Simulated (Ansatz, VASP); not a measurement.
# One calculation of MgCd2SO2, two programs

```
Mg Cd S O
1.0
     4.20878    0.00000    0.00000
     0.00000    4.20878    0.00000
     0.00000    0.00000    5.41584
Mg Cd S O
1 2 1 2
Direct
  0.00000 0.00000 0.50000
  0.50000 0.50000 0.72238
  0.50000 0.50000 0.27762
  0.00000 0.00000 0.00000
  0.50000 0.00000 0.00000
  0.00000 0.50000 0.00000
```

Change from the starting cell: species swapped into the PrSi2Mo2C type (P4/mmm, No. 123).

Alike in both runs: task single point; functional PBE; k mesh 4 × 4 × 4; occupations gaussian, width 0.1 eV; no spin polarisation.

|  | VASP | Ansatz |
| --- | --- | --- |
| version | VASP 6.6.1 | Ansatz 0.2.0 |
| potentials or method | VASP PAW PBE potentials, release 64 (Mg_sv, Cd_sv_GW, S, O), cutoff 840 eV | scalar-relativistic, plane waves, PAW |
| valence electrons in the cell | 68 | 68 |

Ansatz gave:

- gap on the k mesh at the Fermi level (eV): none
- pressure (GPa): 3.3
- traceless stress, the component that is largest in VASP (GPa): 2.06
- rms of the force components (eV/Å): 1.055

Question: Estimate VASP's values.

Answer: gap on the k mesh at the Fermi level (eV): none; pressure (GPa): 3.1; traceless stress, the component that is largest in VASP (GPa): 2.09; rms of the force components (eV/Å): 1.060.

Atom by atom the forces differ by 0.005 eV/Å (rms over components). A gap of «none» marks a metal or a gap that the smearing closes. The functional is the same, so the differences come from potentials, cutoffs and numerics.

The k mesh is coarse, so the values compare programs but aren't converged.
